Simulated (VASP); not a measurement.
Crystal: BiB.

```xyz
2
Lattice="0.0000 2.7449 2.7449 2.7449 0.0000 2.7449 2.7449 2.7449 0.0000" Properties=species:S:1:pos:R:3 pbc="T T T"
B     0.0000    0.0000    0.0000
Bi    1.3724    1.3724    1.3724
```

Base run:

| Property | Result |
| --- | --- |
| Program | VASP 6.6.1 |
| Functional | PBEsol |
| Potentials or basis | VASP PAW PBE potentials, release 64 (B, Bi_d) |
| Cutoff | 520 eV |
| k mesh | 6 × 6 × 6 |
| Occupations | gaussian, width 0.01 eV |
| Spin | no spin polarisation |

Its results: band gap on the k mesh 0.30 eV; pressure -1.7 GPa.

Problem. After a change of settings the same cell gave: band gap on the k mesh 0.32 eV; pressure 1.8 GPa. Which change was it?
A. k mesh from 6 × 6 × 6 to 2 × 2 × 2
B. further incar settings from ALGO = Normal; EDIFF = 1e-07; NBANDS = 16 to ALGO = Normal; EDIFF = 1e-06; NBANDS = 16
C. occupations from gaussian, width 0.01 eV to gaussian, width 0.05 eV; further incar settings from ALGO = Normal; EDIFF = 1e-07; NBANDS = 16 to ALGO = Normal; EDIFF = 1e-06; NBANDS = 16
D. occupations from gaussian, width 0.01 eV to gaussian, width 0.001 eV

Solution. A.

Caveats: some runs use coarse meshes; the PAW data sets were made with another functional, which shifts forces and pressure a little; spin-orbit coupling is left out, which moves the levels of the heavy elements.
